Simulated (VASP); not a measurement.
Write the native input for VASP 6.6.1 that does the following.

| Quantity | Value |
| --- | --- |
| Task | single point |
| Functional | PBE |
| Dispersion | D3(BJ) |
| Potentials or basis | VASP PAW PBE potentials, release 64 (C) |
| Cutoff | 520 eV |
| k mesh | 15 × 15 × 15 |
| Occupations | gaussian, width 0.05 eV |
| Spin | no spin polarisation |
| Dipole correction | no |
| Further INCAR settings | ALGO = Normal; EDIFF = 1e-06; NBANDS = 11 |

The structure of C lies in POSCAR:

```
C
1.0
    1.2632929494      0.7293625244      3.4449600376
   -1.2632929494      0.7293625244      3.4449600376
    0.0000000000     -1.4587250488      3.4449600375
C
2
Direct
    0.1665956179      0.1665956179      0.1665956179
    0.8334043821      0.8334043821      0.8334043821
```

These files were run (other wordings do the same):

INCAR

```
PREC = Accurate ; ENCUT = 520
EDIFF = 1E-6 ; ISMEAR = 0
SIGMA = 0.05 ; LREAL = False
LASPH = True ; NELM = 100
ALGO = Normal ; ISIF = 2
LWAVE = False ; LCHARG = True
GGA = PE ; IVDW = 12
LELF = True ; LVHAR = True
NBANDS = 11
```

KPOINTS

```
regular mesh
0
Gamma
  15 15 15
```

Potentials or basis: VASP PAW PBE potentials, release 64 (C).

Command:

```sh
$ cat potpaw_PBE.64/C/POTCAR > POTCAR
$ mpirun -np 1 vasp_std > vasp.out
```

It gave:

* Pressure: -18.4 GPa
* Largest force: 0.005 eV/Å
* Band gap on the k mesh: 0.58 eV, direct
* Dispersion energy per atom: -0.148 eV

Run time: 38 s on 1 thread of Intel(R) Xeon(R) 6975P-C (Granite Rapids), on a shared host, peak memory 0.2 GiB.
